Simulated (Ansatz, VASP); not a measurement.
**La: VASP beside Ansatz**

Contents of POSCAR:

```
La
1.0
    3.4256014303      0.0000000000      0.0000000000
    0.0000000000      3.4256014303      0.0000000000
    0.0000000000      0.0000000000      3.4256014303
La
1
Direct
    0.0000000000      0.0000000000      0.0000000000
```

File INCAR.step1:

```
SYSTEM = La
PREC = Accurate
ENCUT = 520
ISMEAR = -1
SIGMA = 0.1
LREAL = .False.
LASPH = .True.
NELM = 60
NBANDS = 12
GGA = PE
ALGO = Normal
EDIFF = 1E-4
LWAVE = .True.
LCHARG = .False.
```

File INCAR.step2:

```
SYSTEM = La
PREC = Accurate
ENCUT = 520
EDIFF = 1E-6
ISMEAR = -1
SIGMA = 0.1
LREAL = .False.
LASPH = .True.
NELM = 60
ALGO = Normal
ISIF = 2
LWAVE = .False.
LCHARG = .False.
METAGGA = R2SCAN
LMIXTAU = .True.
NBANDS = 12
ISTART = 1
```

The input KPOINTS:

```
regular mesh
0
Gamma
  11 11 11
  0 0 0
```

Input for Ansatz:

```yaml
crystal:
  lattice:
    - [3.4256014303, 0.0, 0.0]
    - [0.0, 3.4256014303, 0.0]
    - [0.0, 0.0, 3.4256014303]
  atoms:
    - { symbol: La, position: [0.0, 0.0, 0.0] }
hamiltonian:
  xc: r2scan
  pseudopotentials:
    kind: paw
    azcp:
      La: "pseudopotentials/La.paw.azcp"
basis:
  ecutwfc: 500
  fft_grid_basis: typed
kpoints:
  mp_grid: { grid: [11, 11, 11], shift: [0, 0, 0] }
magnetization:
  spin_polarized: false
scf:
  occupations: { method: fermi_dirac, width: 0.1 }
  lower_state_search: "off"
output:
  stress: true
```

Alike in both runs: task single point; functional r2SCAN; k mesh 11 × 11 × 11; occupations fermi-dirac, width 0.1 eV; no spin polarisation.

|  | VASP | Ansatz |
| --- | --- | --- |
| version | VASP 6.6.1 | Ansatz 0.2.0 |
| potentials or method | VASP PAW PBE potentials, release 64 (La), cutoff 520 eV | plane waves (500 eV) with PAW, scalar-relativistic |
| valence electrons in the cell | 11 | 11 |

```tsv
	VASP	Ansatz	Ansatz less VASP
pressure (GPa)	-2.4	-2.4	-0.04
```

VASP's potentials were made for PBE, not for r2SCAN. The functional is the same, so the differences come from potentials, cutoffs and numerics.

Spin-orbit coupling is off throughout.
